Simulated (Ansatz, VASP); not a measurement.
LiSO2F in VASP and in Ansatz

```
S O Li F
1.0
     6.91042    0.00000    0.00000
     0.00000    6.91042    0.00000
     0.00000    0.00000    6.91042
S O Li F
3 6 3 3
Cartesian
  4.5217 2.1992 4.4264
  3.9688 5.5162 -0.3523
  1.1010 2.7700 1.7808
  3.3515 1.4001 4.7401
  5.8099 1.6812 4.9008
  3.9439 4.0840 -0.7016
  3.9812 5.8286 1.0829
  0.0213 3.3131 2.6270
  2.3821 3.4899 2.0355
  2.2058 5.1165 3.0337
  0.2975 4.5033 5.5007
  7.0302 7.0480 5.0550
  1.2746 5.7503 4.4146
  0.6944 3.5084 7.0279
  6.0243 5.8249 5.9717
```

Alike in both runs: functional PBE; k mesh 1 × 1 × 1; occupations fermi-dirac, width 0.05 eV; no spin polarisation.

Ansatz relaxed the structure, and its values are those at the end. VASP's run is a single point on that final structure, the one shown.

|  | VASP | Ansatz |
| --- | --- | --- |
| version | VASP 6.6.1 | Ansatz 0.2.0 |
| potentials or method | VASP PAW PBE potentials, release 64 (S, O, Li_sv, F), cutoff 520 eV | scalar-relativistic, plane waves, PAW |
| valence electrons in the cell | 84 | 84 |

```csv
,VASP,Ansatz,Ansatz less VASP
gap on the k mesh at the Fermi level (eV),2.24,2.24,-0.001
rms of the force components (eV/Å),0.183,0.097,-0.0860
```

Ansatz's warnings: xc potential rough in thin density.

Noted on VASP's run: the cutoff is short for stress, so the pressure is rough.
